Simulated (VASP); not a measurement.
# MgO (Periclase) (Fm-3m) in VASP: a series of runs

The runs below take MgO (Periclase) through single point, with PBE, LDA, PBEsol.

All numbers are computed with VASP 6.6.1; they aren't measurements. Logs are shortened: lines on timing, memory, paths and dates and some standing lists are left out, and cuts for length are marked.

**What was measured.**

From “Electronic structure of alkaline earth and post-transition metal oxides”, 2009, arxiv:0908.1581, for a bulk crystal of MgO: band gap 7.83 eV.

The results are compared with them further down.

### Step 1. The cell of the first run

The structure is cubic, space group Fm-3m (No. 225). The conventional cell has a = 4.217 Å, b = 4.217 Å, c = 4.217 Å, α = 90.00°, β = 90.00°, γ = 90.00°. Mg (site symmetry m-3m) has 6 O at 2.11 Å within 2.8 Å. O (site symmetry m-3m) has 6 Mg at 2.11 Å within 2.8 Å.

### Step 2. Single point, PBE

The input, INCAR:

```
SYSTEM = MgO
PREC = Accurate
ENCUT = 600
EDIFF = 1E-6
ISMEAR = -1
SIGMA = 0.02
LREAL = .FALSE.
LASPH = .TRUE.
NELM = 120
ALGO = Normal
ISIF = 2
LWAVE = .FALSE.
LCHARG = .FALSE.
GGA = PE
NBANDS = 11
GGA_COMPAT = .FALSE.
```

The input, KPOINTS:

```
Automatic mesh
0
G
  8 8 8
  0 0 0
```

The input, POSCAR:

```
MgO
1.0
    2.9818690000      0.0000000000      0.0000000000
    1.4909345000      2.5823743048      0.0000000000
    1.4909345000      0.8607914349      2.4346858433
Mg O
1 1
Direct
    0.0000000000      0.0000000000      0.0000000000
    0.5000000000      0.5000000000      0.5000000000
```

Potentials or basis: VASP PAW PBE potentials, release 64 (Mg, O).

Run with:

```console
$ cat potpaw_PBE.64/Mg/POTCAR potpaw_PBE.64/O/POTCAR > POTCAR
$ mpirun -np 1 vasp_std > vasp.out
```

OUTCAR:

```text
SYSTEM = MgO
   PREC = Accurate
   ENCUT = 600
   EDIFF = 1E-6
   ISMEAR = -1
   LREAL = .FALSE.
   LASPH = .TRUE.
   NELM = 120
   ISIF = 2
   GGA = PE

 ion  position               nearest neighbor table
   1  0.000  0.000  0.000-   2 2.11   2 2.11   2 2.11   2 2.11   2 2.11   2 2.11
   2  0.500  0.500  0.500-   1 2.11   1 2.11   1 2.11   1 2.11   1 2.11   1 2.11

  LATTYP: Found a face centered cubic cell.
 ALAT       =     4.2169995811

  Lattice vectors:

 A1 = (   2.9818690000,   0.0000000000,   0.0000000000)
 A2 = (   1.4909345000,   2.5823743048,   0.0000000000)
 A3 = (   1.4909345000,   0.8607914349,   2.4346858433)

Analysis of symmetry for initial positions (statically):
=====================================================================
 Subroutine PRICEL returns:
 Original cell was already a primitive cell.

 Routine SETGRP: Setting up the symmetry group for a
 face centered cubic supercell.

 Subroutine GETGRP returns: Found 48 space group operations
 (whereof 48 operations were pure point group operations)
 out of a pool of 48 trial point group operations.

The static configuration has the point symmetry O_h .

Analysis of symmetry for dynamics (positions and initial velocities):
=====================================================================
 Subroutine PRICEL returns:
 Original cell was already a primitive cell.

 Routine SETGRP: Setting up the symmetry group for a
 face centered cubic supercell.

 Subroutine GETGRP returns: Found 48 space group operations
 (whereof 48 operations were pure point group operations)
 out of a pool of 48 trial point group operations.

The dynamic configuration has the point symmetry O_h .

 Subroutine INISYM returns: Found 48 space group operations
 (whereof 48 operations are pure point group operations),
 and found     1 'primitive' translations

----------------------------------------------------------------------------------------

                                     Primitive cell

  volume of cell :      18.7478

  direct lattice vectors                    reciprocal lattice vectors
     2.981869000  0.000000000  0.000000000     0.335360138 -0.193620266 -0.136910203
     1.490934500  2.582374305  0.000000000     0.000000000  0.387240532 -0.136910203
     1.490934500  0.860791435  2.434685843     0.000000000  0.000000000  0.410730609

  length of vectors
     2.981869000  2.981869000  2.981869000     0.410730609  0.410730609  0.410730609

  position of ions in fractional coordinates (direct lattice)
     0.000000000  0.000000000  0.000000000
     0.500000000  0.500000000  0.500000000

  ion indices of the primitive-cell ions
   primitive index   ion index
                 1           1
                 2           2

----------------------------------------------------------------------------------------

 KPOINTS: Automatic mesh

Automatic generation of k-mesh.
 Grid dimensions read from file:
 generate k-points for:    8    8    8

 Generating k-lattice:

  Cartesian coordinates                     Fractional coordinates (reciprocal lattice)
     0.041920017 -0.024202533 -0.017113775     0.125000000  0.000000000 -0.000000000
     0.000000000  0.048405067 -0.017113775     0.000000000  0.125000000 -0.000000000
     0.000000000  0.000000000  0.051341326     0.000000000  0.000000000  0.125000000

  Length of vectors
     0.051341326  0.051341326  0.051341326

  Shift w.r.t. Gamma in fractional coordinates (k-lattice)
     0.000000000  0.000000000  0.000000000

 Subroutine IBZKPT returns following result:
 ===========================================

 Found     29 irreducible k-points:

 Following reciprocal coordinates:
            Coordinates               Weight
  0.000000  0.000000  0.000000      1.000000
  0.125000 -0.000000 -0.000000      8.000000
  0.250000 -0.000000 -0.000000      8.000000
  0.375000  0.000000  0.000000      8.000000
  0.500000 -0.000000 -0.000000      4.000000
  0.125000  0.125000  0.000000      6.000000
[... 16 lines left out ...]
  0.500000  0.250000  0.125000     48.000000
 -0.375000  0.250000  0.125000     24.000000
 [... further k-points ...]
   k-points           NKPTS =     29   k-points in BZ     NKDIM =     29   number of bands    NBANDS=     11
   number of dos      NEDOS =    301   number of ions     NIONS =      2
   total plane-waves  NPLWV =  13824
   dimension x,y,z NGX =    24 NGY =   24 NGZ =   24
   dimension x,y,z NGXF=    48 NGYF=   48 NGZF=   48
   ions per type =               1   1
   NGX,Y,Z   is equivalent  to a cutoff of  13.38, 13.38, 13.38 a.u.
   NGXF,Y,Z  is equivalent  to a cutoff of  26.76, 26.76, 26.76 a.u.
 SYSTEM =  MgO
   PREC   = accura    normal or accurate (medium, high low for compatibility)
   ISTART =      0    job   : 0-new  1-cont  2-samecut
   ICHARG =      2    charge: 1-file 2-atom 10-const
   ISPIN  =      1    spin polarized calculation?
   LNONCOLLINEAR =      F non collinear calculations
   LSORBIT =      F    spin-orbit coupling
   LASPH  =      T    aspherical Exc in radial PAW
   ENCUT  =  600.0 eV  44.10 Ry    6.64 a.u.   5.96  5.96  5.96*2*pi/ulx,y,z
   NELM   =    120;   NELMIN=  2; NELMDL= -5     # of ELM steps
   EDIFF  = 0.1E-05   stopping-criterion for ELM
   LREAL  =      F    real-space projection
   EDIFFG = 0.1E-04   stopping-criterion for IOM
   NSW    =      0    number of steps for IOM
   IBRION =     -1    ionic relax: 0-MD 1-quasi-New 2-CG
   NFREE  =      0    steps in history (QN), initial steepest desc. (CG)
   ISIF   =      2    stress and relaxation
   ISYM   =      2    0-nonsym 1-usesym 2-fastsym
   POTIM  = 0.5000    time-step for ionic-motion
   TEBEG  =    0.0;   TEEND  =   0.0 temperature during run
   PSTRESS=    0.0 pullay stress
   NELECT =       8.0000    total number of electrons
   NUPDOWN=      -1.0000    fix difference up-down
   EMIN   =  10.00;   EMAX   =-10.00  energy-range for DOS
   EFERMI =   0.00;   METHOD = LEGACY
   ISMEAR =    -1;   SIGMA  =   0.02  broadening in eV -4-tet -1-fermi 0-gaus
   EFERMI_NEDOS =   21; number of points for ismear=-14 and -15
   IALGO  =     38    algorithm
   IMIX   =      4    mixing-type and parameters
     AMIX     =   0.40;   BMIX     =  1.00
     AMIX_MAG =   1.60;   BMIX_MAG =  1.00
  volume/ion in A,a.u.               =       9.37        63.26
  Fermi-wavevector in a.u.,A,eV,Ry     =   1.232503  2.329093 20.668111  1.519063
  Thomas-Fermi vector in A             =   2.367270
   LORBIT       =      0    0 simple, 1 ext, 2 COOP (PROOUT), +10 PAW based schemes
   GGA     = PE    functional components
   LHFCALC =     F    Hartree Fock is set to
   AEXX    =    0.0000 exact exchange contribution
   IVDW    =     0    specifies the selected vdW correction
   LEPSILON=     F    determine dielectric tensor
   LRPA    =     F    only Hartree local field effects (RPA)
 non-spin polarized calculation
  energy-cutoff  :      600.00
  volume of cell :       18.75
 maximum number of plane-waves:       638
   NGX = 11   NGY = 11   NGZ = 11

 number of electron       8.0000005 magnetization

 Free energy of the ion-electron system (eV)
  ---------------------------------------------------
  ext. energy  EPLUGINS =         0.00000000
  ---------------------------------------------------
  free energy    TOTEN  =       -11.91055260 eV

  energy without entropy =      -11.91055260  energy(sigma->0) =      -11.91055260

 E-fermi :   3.6462     XC(G=0): -11.0616

 val. band max:        3.1587150918   @ k =   0.0000   0.0000   0.0000
 cond. band min:       7.8522605535   @ k =   0.0000   0.0000   0.0000
 fundamental gap:      4.6935454617
 Fermi energy:         3.6462268097

 k-point     1 :       0.0000    0.0000    0.0000
  band No.  band energies     occupation
      1     -14.0858      2.00000
      2       3.1587      2.00000
      3       3.1587      2.00000
      4       3.1587      2.00000
      5       7.8523      0.00000
      6      18.9410      0.00000
      7      18.9410      0.00000
      8      18.9410      0.00000
      9      22.8472      0.00000
     10      24.6187      0.00000
     11      24.6187      0.00000

 k-point     2 :       0.1250   -0.0000   -0.0000
  band No.  band energies     occupation
      1     -13.9238      2.00000
      2       2.2059      2.00000
      3       3.0562      2.00000
      4       3.0562      2.00000
      5       8.7669      0.00000
      6      17.2626      0.00000
      7      19.2977      0.00000
      8      19.2977      0.00000
      9      23.6452      0.00000
     10      23.6452      0.00000
     11      24.9964      0.00000

 k-point     3 :       0.2500   -0.0000   -0.0000
  band No.  band energies     occupation
      1     -13.5027      2.00000
      2       0.5069      2.00000
      3       2.8202      2.00000
      4       2.8202      2.00000
      5      10.2155      0.00000
      6      15.7126      0.00000
      7      19.7847      0.00000
      8      19.7847      0.00000
      9      23.2556      0.00000
     10      23.2556      0.00000
     11      25.0937      0.00000

 k-point     4 :       0.3750    0.0000    0.0000
  band No.  band energies     occupation
      1     -13.0282      2.00000
      2      -0.8948      2.00000
      3       2.5982      2.00000
      4       2.5982      2.00000
      5      10.9360      0.00000
      6      15.5034      0.00000
      7      19.6053      0.00000
      8      19.6053      0.00000
      9      24.3074      0.00000
     10      24.5670      0.00000
     11      24.5670      0.00000

 k-point     5 :       0.5000   -0.0000   -0.0000
  band No.  band energies     occupation
      1     -12.8114      2.00000
      2      -1.4420      2.00000
      3       2.5096      2.00000
      4       2.5096      2.00000
      5      11.0347      0.00000
      6      15.7244      0.00000
      7      19.4353      0.00000
      8      19.4353      0.00000
      9      23.9986      0.00000
     10      25.6165      0.00000
     11      25.6165      0.00000
[... 211 lines left out ...]
 k-point    21 :       0.5000    0.5000    0.0000
  band No.  band energies     occupation
      1     -12.5543      2.00000
      2      -0.9105      2.00000
      3       1.8155      2.00000
      4       1.8155      2.00000
      5      12.2765      0.00000
      6      13.0919      0.00000
      7      16.2202      0.00000
      8      22.0776      0.00000
      9      22.0776      0.00000
     10      28.3998      0.00000
     11      29.9569      0.00000

 k-point    22 :       0.3750    0.2500    0.1250
  band No.  band energies     occupation
      1     -13.2011      2.00000
      2       0.1520      2.00000
      3       2.0122      2.00000
      4       2.5472      2.00000
      5      11.6169      0.00000
      6      14.6333      0.00000
      7      18.2015      0.00000
      8      20.6650      0.00000
      9      21.2397      0.00000
     10      25.5588      0.00000
     11      28.9261      0.00000

 k-point    23 :       0.5000    0.2500    0.1250
  band No.  band energies     occupation
      1     -12.8275      2.00000
      2      -0.5350      2.00000
      3       1.4394      2.00000
      4       2.2960      2.00000
      5      12.6248      0.00000
      6      14.7890      0.00000
      7      17.0420      0.00000
      8      20.2612      0.00000
      9      22.8066      0.00000
     10      25.5216      0.00000
     11      29.1249      0.00000

 k-point    24 :      -0.3750    0.2500    0.1250
  band No.  band energies     occupation
      1     -12.6615      2.00000
      2      -0.8270      2.00000
      3       1.2326      2.00000
      4       2.1771      2.00000
      5      12.8072      0.00000
      6      15.3242      0.00000
      7      16.6135      0.00000
      8      20.0152      0.00000
      9      23.6453      0.00000
     10      25.1905      0.00000
     11      29.2644      0.00000

 [... further k-points ...]
[... 5 lines left out ...]
  --------------------------------------------------------------------------------------
  -------------------------------------------------------------------------------------
  Total        0.3636216      0.3636216      0.3636216      0.0000000     -0.0000000     -0.0000000
  in kB       31.0748871     31.0748871     31.0748871      0.0000000     -0.0000000     -0.0000000
  external PRESSURE =      31.0748871 kB  Pullay stress =       0.0000000 kB

 VOLUME and BASIS-vectors are now :
 -----------------------------------------------------------------------------
  energy-cutoff  :      600.00
  volume of cell :       18.75
      direct lattice vectors                 reciprocal lattice vectors
     2.981869000  0.000000000  0.000000000     0.335360138 -0.193620266 -0.136910203
     1.490934500  2.582374305  0.000000000     0.000000000  0.387240532 -0.136910203
     1.490934500  0.860791435  2.434685843     0.000000000  0.000000000  0.410730609

 POSITION                                       TOTAL-FORCE (eV/Angst)
 -----------------------------------------------------------------------------------
      0.00000      0.00000      0.00000        -0.000000     -0.000000      0.000000
      2.98187      1.72158      1.21734         0.000000      0.000000      0.000000
 -----------------------------------------------------------------------------------
    total drift:                               -0.000000      0.000000     -0.000000

  FREE ENERGIE OF THE ION-ELECTRON SYSTEM (eV)
  ---------------------------------------------------
  free  energy   TOTEN  =       -11.9105526028 eV

  energy  without entropy=      -11.9105526028  energy(sigma->0) =      -11.91055260
```

Run time: 12 s. Hardware: 1 thread of AMD EPYC 7R13, shared host; peak memory 0.11 GiB.

Results:

```yaml
Free_energy: -11.9106 eV
Pressure: 3.1 GPa
Band_gap_on_the_k_mesh: 4.69 eV, direct
```

### Step 3. Single point, LDA

Edit INCAR of step 2 so:

```diff
@@ -13,3 +13,3 @@
 LCHARG = .FALSE.
-GGA = PE
+GGA = CA
 NBANDS = 11
```

The input, KPOINTS:

```
regular mesh
0
G
  8 8 8
  0 0 0
```

POSCAR is that of step 2.

Potentials or basis: VASP PAW LDA potentials, release 64 (Mg, O).

Run with:

```console
$ cat potpaw_LDA.64/Mg/POTCAR potpaw_LDA.64/O/POTCAR > POTCAR
$ mpirun -np 1 vasp_std > vasp.out
```

OUTCAR:

```text
SYSTEM = MgO
   PREC = Accurate
   ENCUT = 600
   EDIFF = 1E-6
   ISMEAR = -1
   LREAL = .FALSE.
   LASPH = .TRUE.
   NELM = 120
   ISIF = 2
   GGA = CA

 ion  position               nearest neighbor table
   1  0.000  0.000  0.000-   2 2.11   2 2.11   2 2.11   2 2.11   2 2.11   2 2.11
   2  0.500  0.500  0.500-   1 2.11   1 2.11   1 2.11   1 2.11   1 2.11   1 2.11

  LATTYP: Found a face centered cubic cell.
 ALAT       =     4.2169995811

  Lattice vectors:

 A1 = (   2.9818690000,   0.0000000000,   0.0000000000)
 A2 = (   1.4909345000,   2.5823743048,   0.0000000000)
 A3 = (   1.4909345000,   0.8607914349,   2.4346858433)

Analysis of symmetry for initial positions (statically):
=====================================================================
 Subroutine PRICEL returns:
 Original cell was already a primitive cell.

 Routine SETGRP: Setting up the symmetry group for a
 face centered cubic supercell.

 Subroutine GETGRP returns: Found 48 space group operations
 (whereof 48 operations were pure point group operations)
 out of a pool of 48 trial point group operations.

The static configuration has the point symmetry O_h .
[... 163 lines left out ...]
 cond. band min:       7.4752479454   @ k =   0.0000   0.0000   0.0000
 fundamental gap:      4.6235211905
 Fermi energy:         3.3682579879

 k-point     1 :       0.0000    0.0000    0.0000
  band No.  band energies     occupation
      1     -14.1311      2.00000
      2       2.8517      2.00000
      3       2.8517      2.00000
      4       2.8517      2.00000
      5       7.4752      0.00000
      6      18.3602      0.00000
      7      18.3602      0.00000
      8      18.3602      0.00000
      9      22.3754      0.00000
     10      24.0145      0.00000
     11      24.0145      0.00000
[... 309 lines left out ...]
 k-point    24 :      -0.3750    0.2500    0.1250
  band No.  band energies     occupation
      1     -12.6312      2.00000
      2      -1.2084      2.00000
      3       0.8875      2.00000
      4       1.8502      2.00000
      5      12.3285      0.00000
      6      14.8149      0.00000
      7      16.0114      0.00000
      8      19.3956      0.00000
      9      23.0643      0.00000
     10      24.5424      0.00000
     11      28.5837      0.00000

 [... further k-points ...]
[... 5 lines left out ...]
  --------------------------------------------------------------------------------------
  -------------------------------------------------------------------------------------
  Total       -0.9924352     -0.9924352     -0.9924352      0.0000000      0.0000000      0.0000000
  in kB      -84.8129246    -84.8129246    -84.8129246      0.0000000      0.0000000      0.0000000
  external PRESSURE =     -84.8129246 kB  Pullay stress =       0.0000000 kB

 VOLUME and BASIS-vectors are now :
 -----------------------------------------------------------------------------
  energy-cutoff  :      600.00
  volume of cell :       18.75
      direct lattice vectors                 reciprocal lattice vectors
     2.981869000  0.000000000  0.000000000     0.335360138 -0.193620266 -0.136910203
     1.490934500  2.582374305  0.000000000     0.000000000  0.387240532 -0.136910203
     1.490934500  0.860791435  2.434685843     0.000000000  0.000000000  0.410730609

 POSITION                                       TOTAL-FORCE (eV/Angst)
 -----------------------------------------------------------------------------------
      0.00000      0.00000      0.00000        -0.000000      0.000000      0.000000
      2.98187      1.72158      1.21734         0.000000     -0.000000      0.000000
 -----------------------------------------------------------------------------------
    total drift:                               -0.000000      0.000000     -0.000000

  FREE ENERGIE OF THE ION-ELECTRON SYSTEM (eV)
  ---------------------------------------------------
  free  energy   TOTEN  =       -13.4248545628 eV

  energy  without entropy=      -13.4248545628  energy(sigma->0) =      -13.42485456
```

OSZICAR:

```text
N       E                     dE             d eps       ncg     rms          rms(c)
DAV:   1     0.140295803036E+02    0.14030E+02   -0.50759E+03   702   0.737E+02
DAV:   2    -0.143090873616E+02   -0.28339E+02   -0.27734E+02   733   0.141E+02
DAV:   3    -0.149908886021E+02   -0.68180E+00   -0.68092E+00   783   0.188E+01
DAV:   4    -0.149927248522E+02   -0.18363E-02   -0.18362E-02   698   0.104E+00
DAV:   5    -0.149927300941E+02   -0.52419E-05   -0.52418E-05   752   0.530E-02    0.703E+00
DAV:   6    -0.134896217495E+02    0.15031E+01   -0.88266E+00   671   0.161E+01    0.226E+00
DAV:   7    -0.134496839263E+02    0.39938E-01   -0.70581E-02   686   0.231E+00    0.130E+00
DAV:   8    -0.134254223765E+02    0.24262E-01   -0.33480E-02   674   0.185E+00    0.242E-01
DAV:   9    -0.134250264841E+02    0.39589E-03   -0.45036E-04   722   0.157E-01    0.145E-01
DAV:  10    -0.134248552096E+02    0.17127E-03   -0.44511E-04   689   0.176E-01    0.640E-03
DAV:  11    -0.134248545628E+02    0.64683E-06   -0.48691E-06   707   0.124E-02
   1 F= -.13424855E+02 E0= -.13424855E+02  d E =-.395287E-13
```

Wall time 12 s (1 thread of AMD EPYC 7R13, shared host); peak memory 0.1 GiB.

Results:

```yaml
Free_energy: -13.4249 eV
Pressure: -8.5 GPa
Band_gap_on_the_k_mesh: 4.62 eV, direct
```

LDA gaps usually lie below the measured ones, often by a third to a half.

(Continued in part 2 of 2.)
